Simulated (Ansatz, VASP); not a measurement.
**SbW2: VASP beside Ansatz**

```
CELL_PARAMETERS angstrom
2.89839 0.00000 0.00000
0.00000 8.07781 0.00000
0.00000 0.00000 4.58488
ATOMIC_POSITIONS crystal
Sb 0.50000 0.50000 0.50000
Sb 0.00000 0.00000 0.00000
W 0.36893 0.83851 0.50000
W 0.86893 0.66149 0.00000
W 0.63107 0.16149 0.50000
W 0.13107 0.33851 0.00000
```

Alike in both runs: functional PBE; k mesh 4 × 4 × 4; occupations gaussian, width 0.1 eV; no spin polarisation.

Ansatz relaxed the structure, and its values are those at the end. VASP's run is a single point on that final structure, the one shown.

```csv
,VASP,Ansatz
version,VASP 6.6.1,Ansatz 0.2.0
potentials or method,"VASP PAW PBE potentials, release 64 (Sb, W_sv), cutoff 520 eV","scalar-relativistic, plane waves, PAW"
valence electrons in the cell,66,86
```

Ansatz gave:

```
gap on the k mesh at the Fermi level (eV) : none
pressure (GPa)                            : 0.2
rms of the force components (eV/Å)        : 0.019
```

**Question.** What did VASP give for the same quantities?

**Answer.** gap on the k mesh at the Fermi level (eV): none; pressure (GPa): 0.4; rms of the force components (eV/Å): 0.015.

A gap of «none» marks a metal or a gap that the smearing closes. The functional is the same, so the differences come from potentials, cutoffs and numerics. VASP's potentials hold 66 valence electrons a cell and Ansatz's 86, so a difference there can come from the potentials and not from the codes.

The k mesh is coarse, so the values compare programs but aren't converged. Spin-orbit coupling is off throughout.
